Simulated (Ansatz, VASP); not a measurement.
**Two plane-wave programs on Mg**

```
CELL_PARAMETERS angstrom
0.00000 3.34649 3.34649
3.34649 0.00000 3.34649
3.34649 3.34649 0.00000
ATOMIC_POSITIONS crystal
Mg 0.12500 0.12500 0.12500
Mg 0.87500 0.87500 0.87500
```

Alike in both runs: functional LDA; k mesh 9 × 9 × 9; occupations fermi-dirac, width 0.1 eV; no spin polarisation.

Ansatz relaxed the structure, and its values are those at the end. VASP's run is a single point on that final structure, the one shown.

```csv
,VASP,Ansatz
version,VASP 6.6.1,Ansatz 0.2.0
potentials or method,"VASP PAW LDA potentials, release 64 (Mg), cutoff 520 eV","plane waves (420 eV) with PAW, scalar-relativistic"
valence electrons in the cell,4,20
```

```csv
,VASP,Ansatz,Ansatz less VASP
pressure (GPa),-0.1,0.0,+0.10
```

Ansatz warns that its potentials were made for another functional, while VASP's fit it. LDA's correlation is that of Perdew and Zunger in VASP and of Perdew and Wang (1992) in Ansatz. VASP's potentials hold 4 valence electrons a cell and Ansatz's 20, so a difference there can come from the potentials and not from the codes.
